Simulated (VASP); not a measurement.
# Ca31CuO32 (a cell with a defect) in VASP: single point with PBEsol

Aim: the single point of Ca31CuO32 (a cell with a defect) with PBEsol.

Program: VASP 6.6.1. These are calculated values, not measurements. Logs are shortened: lines on timing, memory, paths and dates and some standing lists are left out, and cuts for length are marked.

## 1. The cell of the first run

The cell holds a defect, 64 atoms: a = 9.535 Å, b = 9.535 Å, c = 9.535 Å, α = 90.00°, β = 90.00°, γ = 90.00°.

## 2. Single point, PBEsol

INCAR

```
SYSTEM = Ca31CuO32
PREC = Accurate
ENCUT = 520
EDIFF = 1E-6
ISMEAR = -1
SIGMA = 0.05
LREAL = Auto
LASPH = .True.
NELM = 120
ALGO = Normal
ISIF = 2
LWAVE = .False.
LCHARG = .False.
GGA = PS
NELECT = 514.0
ISYM = -1
NBANDS = 294
GGA_COMPAT = .False.
```

KPOINTS

```
explicit points
1
Reciprocal
  0.25000000   0.25000000   0.25000000 1
```

POSCAR

```
Ca31CuO32
1.0
    9.5352000000      0.0000000000      0.0000000000
    0.0000000000      9.5352000000      0.0000000000
    0.0000000000      0.0000000000      9.5352000000
O Ca Cu
32 31 1
Direct
    0.2496590000      0.9999530000      0.0002050000
    0.2492530000      0.0011860000      0.5001110000
    0.2493010000      0.5000650000      0.9989580000
    0.2483680000      0.4992320000      0.5008620000
    0.7504360000      0.0003690000      0.9998000000
    0.7511450000      0.0023800000      0.4998310000
    0.7511070000      0.5003650000      0.9978690000
    0.7671770000      0.5008320000      0.4993740000
    0.9997460000      0.2498500000      0.0001990000
    0.0009480000      0.2494900000      0.5000980000
    0.0001520000      0.7506830000      0.9998010000
    0.0021250000      0.7513710000      0.4997940000
    0.4998770000      0.2494960000      0.9989450000
    0.4989840000      0.2486190000      0.5008450000
    0.5001630000      0.7513440000      0.9978900000
    0.5006190000      0.7674080000      0.4993880000
    0.0001390000      0.0003730000      0.2494900000
    0.9997210000      0.9999400000      0.7502990000
    0.0020750000      0.5003720000      0.2488270000
    0.0009850000      0.5000650000      0.7506610000
    0.5001130000      0.0023110000      0.2488370000
    0.4998310000      0.0012230000      0.7506490000
    0.5005580000      0.5007970000      0.2327390000
    0.4990430000      0.4993110000      0.7515790000
    0.2501370000      0.2503490000      0.2503630000
    0.2488820000      0.2490810000      0.7510820000
    0.2509770000      0.7498680000      0.2502850000
    0.2501270000      0.7497740000      0.7498060000
    0.7496580000      0.2512170000      0.2502950000
    0.7495530000      0.2503580000      0.7497970000
    0.7499460000      0.7501810000      0.2499970000
    0.7496580000      0.7498630000      0.7489640000
    0.9996580000      0.9998900000      0.0002930000
    0.9993670000      0.9996270000      0.4995580000
    0.9994120000      0.5005990000      0.0005420000
    0.0031750000      0.5010410000      0.4991370000
    0.5003770000      0.9996400000      0.0005630000
    0.5008160000      0.0034070000      0.4991300000
    0.5008060000      0.5010260000      0.9967890000
    0.2504790000      0.2506800000      0.0005160000
    0.2503260000      0.2505410000      0.5003410000
    0.2514780000      0.7494460000      0.0001020000
    0.2568670000      0.7475340000      0.5000880000
    0.7492210000      0.2516870000      0.0001060000
    0.7472740000      0.2571000000      0.5000930000
    0.7488480000      0.7490800000      0.9994920000
    0.7447920000      0.7450170000      0.4994450000
    0.2514740000      0.0000830000      0.2507460000
    0.2504430000      0.9996500000      0.7494740000
    0.2568610000      0.5000700000      0.2526840000
    0.2502700000      0.4998340000      0.7496720000
    0.7488090000      0.0006610000      0.2511230000
    0.7492030000      0.0000580000      0.7484690000
    0.7447940000      0.5007460000      0.2551190000
    0.7472400000      0.5000620000      0.7431070000
    0.9998520000      0.2516960000      0.2507370000
    0.9994320000      0.2506720000      0.7494560000
    0.0004330000      0.7490760000      0.2511020000
    0.9998500000      0.7494310000      0.7484670000
    0.4998360000      0.2571370000      0.2526910000
    0.4995970000      0.2505010000      0.7496560000
    0.5005030000      0.7450450000      0.2551100000
    0.4998200000      0.7475100000      0.7430870000
    0.4621730000      0.4625630000      0.5379090000
```

Potentials or basis: VASP PAW PBE potentials, release 64 (O, Ca_sv, Cu).

Launch:

```console
$ cat potpaw_PBE.64/O/POTCAR potpaw_PBE.64/Ca_sv/POTCAR potpaw_PBE.64/Cu/POTCAR > POTCAR
$ mpirun -np 1 vasp_std > vasp.out
```

OUTCAR:

```text
SYSTEM = Ca31CuO32
   PREC = Accurate
   ENCUT = 520
   EDIFF = 1E-6
   ISMEAR = -1
   LREAL = Auto
   LASPH = .True.
   NELM = 120
   ISIF = 2
   GGA = PS
   NELECT = 514.0
   ISYM = -1

 ion  position               nearest neighbor table
   1  0.250  1.000  0.000-  33 2.38  42 2.39  48 2.39  37 2.39  40 2.39  49 2.39
   2  0.249  0.001  0.500-  41 2.38  49 2.38  48 2.38  34 2.38  38 2.40  43 2.42
   3  0.249  0.500  0.999-  51 2.38  40 2.38  42 2.38  35 2.38  39 2.40  50 2.42
   4  0.248  0.499  0.501-  64 2.10  36 2.34  50 2.37  43 2.37  41 2.37  51 2.37
   5  0.750  0.000  1.000-  33 2.38  37 2.38  46 2.40  44 2.40  52 2.40  53 2.40
   6  0.751  0.002  0.500-  34 2.37  53 2.37  52 2.37  38 2.39  45 2.43  47 2.45
   7  0.751  0.500  0.998-  35 2.37  44 2.37  46 2.37  39 2.39  55 2.43  54 2.45
   8  0.767  0.501  0.499-  36 2.25  45 2.33  55 2.33  47 2.34  54 2.34
   9  1.000  0.250  0.000-  33 2.38  44 2.39  56 2.39  40 2.39  57 2.39  35 2.39
  10  0.001  0.249  0.500-  57 2.38  56 2.38  41 2.38  34 2.38  36 2.40  45 2.42
  11  0.000  0.751  1.000-  33 2.38  35 2.38  58 2.40  46 2.40  42 2.40  59 2.40
  12  0.002  0.751  0.500-  34 2.37  59 2.37  58 2.37  36 2.39  43 2.43  47 2.45
  13  0.500  0.249  0.999-  61 2.38  44 2.38  40 2.38  37 2.38  39 2.40  60 2.42
  14  0.499  0.249  0.501-  64 2.10  38 2.34  60 2.37  45 2.37  41 2.37  61 2.37
  15  0.500  0.751  0.998-  37 2.37  46 2.37  42 2.37  39 2.39  63 2.43  62 2.45
  16  0.501  0.767  0.499-  38 2.25  63 2.33  43 2.33  47 2.34  62 2.34
  17  0.000  0.000  0.249-  33 2.38  34 2.38  58 2.40  56 2.40  52 2.40  48 2.40
[... 33 lines left out ...]
  51  0.250  0.500  0.750-  24 2.37   4 2.37  20 2.38   3 2.38  28 2.38  26 2.39  64 2.88
  52  0.749  0.001  0.251-  21 2.37   6 2.37  31 2.39  29 2.39   5 2.40  17 2.40
  53  0.749  0.000  0.748-   6 2.37  22 2.38  32 2.39  30 2.39  18 2.39   5 2.40
  54  0.745  0.501  0.255-  23 2.34   8 2.34  31 2.38  29 2.38   7 2.45  19 2.45
  55  0.747  0.500  0.743-   8 2.33  24 2.37  30 2.38  32 2.38  20 2.42   7 2.43
  56  1.000  0.252  0.251-  19 2.37  10 2.38  29 2.39  25 2.39   9 2.39  17 2.40
  57  0.999  0.251  0.749-  10 2.38  20 2.38  26 2.38  30 2.38  18 2.39   9 2.39
  58  0.000  0.749  0.251-  12 2.37  19 2.37  31 2.39  27 2.39  17 2.40  11 2.40
  59  1.000  0.749  0.748-  12 2.37  20 2.38  32 2.39  28 2.39  18 2.39  11 2.40
  60  0.500  0.257  0.253-  23 2.33  14 2.37  25 2.38  29 2.38  13 2.42  21 2.43
  61  0.500  0.251  0.750-  24 2.37  14 2.37  22 2.38  13 2.38  30 2.38  26 2.39  64 2.88
  62  0.501  0.745  0.255-  23 2.34  16 2.34  31 2.38  27 2.38  15 2.45  21 2.45
  63  0.500  0.748  0.743-  16 2.33  24 2.37  28 2.38  32 2.38  22 2.42  15 2.43
  64  0.462  0.463  0.538-  24 2.10   4 2.10  14 2.10  51 2.88  61 2.88  41 2.88

IMPORTANT INFORMATION: All symmetrisations will be switched off!
NOSYMM: (Re-)initialisation of all symmetry stuff for point group C_1.

----------------------------------------------------------------------------------------

                                     Primitive cell

  volume of cell :     866.9408

  direct lattice vectors                    reciprocal lattice vectors
     9.535200000  0.000000000  0.000000000     0.104874570  0.000000000  0.000000000
     0.000000000  9.535200000  0.000000000     0.000000000  0.104874570  0.000000000
[... 188 lines left out ...]
  volume/ion in A,a.u.               =      13.55        91.41
  Fermi-wavevector in a.u.,A,eV,Ry     =   1.375306  2.598952 25.734972  1.891467
  Thomas-Fermi vector in A             =   2.500654
   LORBIT       =      0    0 simple, 1 ext, 2 COOP (PROOUT), +10 PAW based schemes
   GGA     = PS    functional components
   LHFCALC =     F    Hartree Fock is set to
   AEXX    =    0.0000 exact exchange contribution
   IVDW    =     0    specifies the selected vdW correction
   LEPSILON=     F    determine dielectric tensor
   LRPA    =     F    only Hartree local field effects (RPA)
 non-spin polarized calculation
  energy-cutoff  :      520.00
  volume of cell :      866.94
 maximum number of plane-waves:     23336
 NGX is ok and might be reduce to    70
   NGX = 35   NGY = 35   NGZ = 35

 number of electron     513.9999776 magnetization

 Free energy of the ion-electron system (eV)
  ---------------------------------------------------
  ext. energy  EPLUGINS =         0.00000000
  ---------------------------------------------------
  free energy    TOTEN  =      -421.84918569 eV

  energy without entropy =     -421.84918569  energy(sigma->0) =     -421.84918569

 E-fermi :   5.1476     XC(G=0): -10.8647

 val. band max:        3.8274933859   @ k =   0.2500   0.2500   0.2500
 cond. band min:       6.4150896743   @ k =   0.2500   0.2500   0.2500
 fundamental gap:      2.5875962884
 Fermi energy:         5.1475501016

 k-point     1 :       0.2500    0.2500    0.2500
  band No.  band energies     occupation
      1     -35.0208      2.00000
      2     -34.9856      2.00000
      3     -34.9856      2.00000
      4     -34.9831      2.00000
      5     -34.9612      2.00000
      6     -34.9607      2.00000
[... 261 lines left out ...]
    268       7.8018      0.00000
    269       7.8079      0.00000
 [bands above 269 left out]

------------------------ aborting loop because EDIFF is reached ----------------------------------------

  FORCE on cell =-STRESS in cart. coord.  units (eV):
  Direction    XX          YY          ZZ          XY          YZ          ZX
  --------------------------------------------------------------------------------------
  -------------------------------------------------------------------------------------
  Total        7.8488298      7.8466892      7.8606797      0.3466294     -0.8735771     -0.8720357
  in kB       14.5052785     14.5013225     14.5271781      0.6405995     -1.6144419     -1.6115932
  external PRESSURE =      14.5112597 kB  Pullay stress =       0.0000000 kB

 VOLUME and BASIS-vectors are now :
 -----------------------------------------------------------------------------
  energy-cutoff  :      520.00
  volume of cell :      866.94
      direct lattice vectors                 reciprocal lattice vectors
     9.535200000  0.000000000  0.000000000     0.104874570  0.000000000  0.000000000
     0.000000000  9.535200000  0.000000000     0.000000000  0.104874570  0.000000000
     0.000000000  0.000000000  9.535200000     0.000000000  0.000000000  0.104874570

 POSITION                                       TOTAL-FORCE (eV/Angst)
 -----------------------------------------------------------------------------------
      2.38055      9.53475      0.00195        -0.002774      0.001757     -0.001030
      2.37668      0.01131      4.76866         0.002364     -0.004765      0.000130
      2.37713      4.76822      9.52526        -0.001409     -0.001550      0.003084
      2.36824      4.76028      4.77582         0.026410      0.011478     -0.011330
      7.15556      0.00352      9.53329        -0.002180      0.000253      0.000220
      7.16232      0.02269      4.76599        -0.000790     -0.004710     -0.000944
[... 56 lines left out ...]
      4.76588      7.12766      7.08548         0.002740      0.000175      0.004085
      4.40691      4.41063      5.12907         0.023394      0.020327     -0.023332
 -----------------------------------------------------------------------------------
    total drift:                               -0.002328     -0.004682      0.005197

  FREE ENERGIE OF THE ION-ELECTRON SYSTEM (eV)
  ---------------------------------------------------
  free  energy   TOTEN  =      -421.8491856920 eV

  energy  without entropy=     -421.8491856919  energy(sigma->0) =     -421.84918569
```

Wall time 28 min (1 thread of AMD EPYC 7R13 (Zen 3), shared host); peak memory 0.85 GiB.

Results:

- Free energy: -421.8492 eV
- Largest force: 0.052 eV/Å

Forces on the atoms (eV/Å):
```
O   -0.003  0.002 -0.001
O    0.002 -0.005  0.000
O   -0.001 -0.002  0.003
O    0.026  0.011 -0.011
O   -0.002  0.000  0.000
O   -0.001 -0.005 -0.001
O    0.002  0.000  0.004
O   -0.051  0.007 -0.006
O    0.001 -0.001 -0.001
O   -0.005  0.003  0.001
O    0.001 -0.004  0.000
O   -0.002  0.000  0.002
O   -0.002  0.001  0.005
O    0.011  0.027 -0.010
O   -0.002  0.002  0.003
O    0.007 -0.050 -0.008
O    0.000  0.000  0.003
O    0.002  0.002  0.002
O   -0.003 -0.001  0.000
O   -0.003 -0.001 -0.001
O    0.001 -0.004 -0.001
O    0.001 -0.004  0.001
O    0.006  0.007  0.050
O    0.013  0.011 -0.026
O   -0.002 -0.002  0.004
O    0.001  0.002 -0.001
O   -0.006  0.002  0.000
O    0.000 -0.003  0.001
O   -0.001 -0.004 -0.001
O   -0.003 -0.002  0.003
O    0.008  0.007 -0.007
O    0.000  0.002  0.005
Ca   0.002  0.002 -0.002
Ca   0.000 -0.002  0.002
Ca  -0.003 -0.002  0.002
Ca   0.008  0.001 -0.001
Ca  -0.002 -0.002  0.000
Ca   0.000  0.010  0.000
Ca   0.001  0.001 -0.007
Ca  -0.005 -0.004  0.004
Ca  -0.009 -0.008 -0.006
Ca  -0.004  0.001  0.001
Ca  -0.005 -0.001 -0.002
Ca   0.001 -0.003  0.000
Ca   0.001 -0.004 -0.002
Ca   0.000 -0.001 -0.002
Ca   0.003  0.001  0.002
Ca  -0.004  0.000 -0.002
Ca  -0.005 -0.003  0.005
Ca  -0.003  0.003 -0.002
Ca  -0.008  0.005  0.008
Ca   0.002  0.003 -0.002
Ca   0.001  0.000  0.004
Ca   0.004 -0.002 -0.003
Ca   0.003  0.002  0.002
Ca  -0.001 -0.003 -0.001
Ca  -0.004 -0.005  0.006
Ca   0.002  0.000 -0.001
Ca  -0.002  0.001  0.004
Ca   0.003 -0.005 -0.002
Ca   0.006 -0.008  0.007
Ca  -0.002  0.002 -0.003
Ca   0.003  0.000  0.004
Cu   0.023  0.020 -0.023
```

Caveat: the cell carries a net charge on a neutralising background, which shifts energy and pressure; the cell is charged against a uniform background, so pressure and absolute levels hang on convention; the PAW data sets were made with another functional, which shifts forces and pressure a little.
